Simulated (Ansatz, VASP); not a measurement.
GaN in VASP and in Ansatz

File INCAR:

```
SYSTEM = GaN
ALGO = Normal
EDIFF = 1E-6
ENCUT = 520
ISIF = 2
ISMEAR = 0
LASPH = .True.
LCHARG = .False.
LREAL = .False.
LWAVE = .False.
NBANDS = 46
NELM = 100
PREC = Accurate
SIGMA = 0.05
```

The input KPOINTS:

```
k-points
0
Gamma
  8 6 6
  0 0 0
```

POSCAR

```
GaN
1.0
   -3.1515767111      0.0000000000      0.0000000000
    0.0000000000      0.0000000000     -5.1382481593
    0.0000000000     -5.4586909876      0.0000000000
Ga N
4 4
Direct
    0.5000000000      0.0010221384      0.1692767323
    0.0000000000     -0.0010427971      0.6640578390
    0.0000000000      0.4989572029      0.3359421610
    0.5000000000      0.5010221384      0.8307232677
    0.5000000000      0.6273616925      0.1670479967
    0.0000000000      0.6283199236      0.6662929497
    0.0000000000      0.1283199236      0.3337070503
    0.5000000000      0.1273616925      0.8329520033
```

Input for Ansatz:

```yaml
crystal:
  lattice:
    - [-3.1515767111, 0.0, 0.0]
    - [0.0, 0.0, -5.1382481593]
    - [0.0, -5.4586909876, 0.0]
  atoms:
    - { symbol: Ga, position: [0.5, 0.0010221384, 0.1692767323] }
    - { symbol: Ga, position: [0.0, -0.0010427971, 0.664057839] }
    - { symbol: Ga, position: [0.0, 0.4989572029, 0.335942161] }
    - { symbol: Ga, position: [0.5, 0.5010221384, 0.8307232677] }
    - { symbol: "N", position: [0.5, 0.6273616925, 0.1670479967] }
    - { symbol: "N", position: [0.0, 0.6283199236, 0.6662929497] }
    - { symbol: "N", position: [0.0, 0.1283199236, 0.3337070503] }
    - { symbol: "N", position: [0.5, 0.1273616925, 0.8329520033] }
basis:
  ecutwfc: 520.0
kpoints:
  mp_grid: { grid: [8, 6, 6] }
hamiltonian:
  xc: lda
  pseudopotentials: { kind: paw, azcp: { folder: soft_1 } }
scf:
  occupations: { method: gaussian, width: 0.05 }
output:
  forces: true
  stress: true
  eigenvalues: true
```

Change from the starting cell: mode 11 frozen in at -0.015 Å and mode 13 at -0.018 Å (largest displacements).

Alike in both runs: task single point; functional LDA; k mesh 8 × 6 × 6; occupations gaussian, width 0.05 eV; no spin polarisation.

|  | VASP | Ansatz |
| --- | --- | --- |
| version | VASP 6.6.1 | Ansatz 0.2.0 |
| potentials or method | VASP PAW LDA potentials, release 64 (Ga_d, N), cutoff 520 eV | scalar-relativistic, plane waves, PAW |
| valence electrons in the cell | 72 | 72 |

|  | VASP | Ansatz | Ansatz less VASP |
| --- | --- | --- | --- |
| gap on the k mesh at the Fermi level (eV) | 2.11 | 2.10 | -0.010 |
| least direct gap on the mesh (eV) | 2.11 | 2.10 | -0.010 |
| pressure (GPa) | 1.2 | 0.1 | -1.10 |
| traceless stress, the component that is largest in VASP (GPa) | 1.86 | 1.80 | -0.060 |
| rms of the force components (eV/Å) | 0.233 | 0.229 | -0.0032 |

Ansatz warns that its potentials were made for another functional, while VASP's fit it. LDA's correlation is that of Perdew and Zunger in VASP and of Perdew and Wang (1992) in Ansatz. Atom by atom the forces differ by 0.003 eV/Å (rms over components).
